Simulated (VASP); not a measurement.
**HfC: relaxation of shape and atoms at fixed volume with PBE**

HfC:

```xyz
4
Lattice="3.3443 0.0000 0.0000 -1.6722 2.8963 0.0000 0.0000 0.0000 5.8836" Properties=species:S:1:pos:R:3 pbc="T T T"
Hf    0.0000    0.0000    0.0000
Hf    0.0000    0.0000    2.9418
C     0.0000    1.9309    1.4709
C     1.6722    0.9654    4.4127
```

- Program: VASP 6.6.1
- Task: relaxation of shape and atoms at fixed volume
- Functional: PBE
- Potentials or basis: VASP PAW PBE potentials, release 64 (Hf_pv, C)
- Cutoff: 600 eV
- k mesh: 12 × 12 × 6
- Occupations: gaussian, width 0.05 eV
- Spin: no spin polarisation
- Dipole correction: no
- Further INCAR settings: ALGO = Normal; EDIFF = 1e-06; IBRION = 2; EDIFFG = -0.01; NSW = 60; ISIF = 4

| Quantity | Value |
| --- | --- |
| Energy gained by relaxing | 0.2 meV/atom |
| Ionic steps | 3 |
| Pressure after relaxing | -13.2 GPa |
| Band gap on the k mesh | zero (bands 14 and 15 overlap by 1.46 eV) |

Step by step:
| step | energy change (eV) | largest force (eV/Å) | pressure (GPa) | volume (Å³) |
| --- | --- | --- | --- | --- |
| 1 | 0.0000 | 0.0000 | -13.25 | 56.99 |
| 2 | 0.0000 | 0.0000 | -13.04 | 56.99 |
| 3 | -0.0007 | 0.0000 | -13.15 | 56.99 |

Final structure:
```xyz
4
Lattice="3.3482 0.0000 0.0000 -1.6741 2.8996 0.0000 0.0000 0.0000 5.8700" Properties=species:S:1:pos:R:3 pbc="T T T"
Hf    0.0000    0.0000    0.0000
Hf    0.0000    0.0000    2.9350
C     0.0000    1.9331    1.4675
C     1.6741    0.9665    4.4025
```

Levels at points of the mesh, in eV from the Fermi level:
```tsv
k point	band 11	band 12	band 13	band 14	band 15	band 16	band 17	band 18
(0.00, 0.00, 0.00)	-2.07	-0.98	0.79	1.34	1.34	2.01	2.01	2.15
(0.50, 0.00, 0.00)	-2.29	-1.78	-1.05	-0.90	0.28	2.11	5.12	5.15
(0.00, 0.00, 0.50)	-1.03	-1.03	-1.03	-1.03	2.72	2.72	3.00	3.00
(0.50, 0.00, 0.50)	-1.75	-1.75	-1.23	-1.23	1.12	1.12	5.45	5.45
```

It took 62 s on 1 thread of Intel(R) Xeon(R) 6975P-C (Granite Rapids), on a shared host, peak memory 0.25 GiB.

Caveat: spin-orbit coupling is left out, which moves the levels of the heavy elements.
